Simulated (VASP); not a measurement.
Runs of VASP 6.6.1 on Cu. The structure is that of space group Im-3m (No. 229), or close to it. The cells are those of the table. 

| task | cell | k mesh | cutoff (eV) | gap on the mesh (eV) | pressure (GPa) |
| --- | --- | --- | --- | --- | --- |
| single point | a = 3.088 Å, angles 109.5°, 1 atom | 8 × 8 × 8 | 520 | none | (a) |
| single point | a = 2.452 Å, angles 109.5°, 1 atom | 20 × 20 × 20 | 520 | none | 0.8 |
| relaxation of cell and atoms | relaxed from a = 2.452 Å, angles 109.5°, 1 atom | 20 × 20 × 20 | 600 | none | 0.0 |
| single point | a = 2.452 Å, angles 109.5°, 1 atom | 8 × 8 × 8 | 520 | none | 1.0 |

Alike in all rows: level PBEsol; potentials or basis VASP PAW PBE potentials, release 64 (Cu); no spin polarisation; smearing gaussian 0.1 eV.

Question: Fill in the values left out.

Answer: (a) -19.2.

Caveats: some runs use coarse meshes; the PAW data sets were made with another functional, which shifts forces and pressure a little.

A gap of «none» marks levels without a gap at the run's occupations.
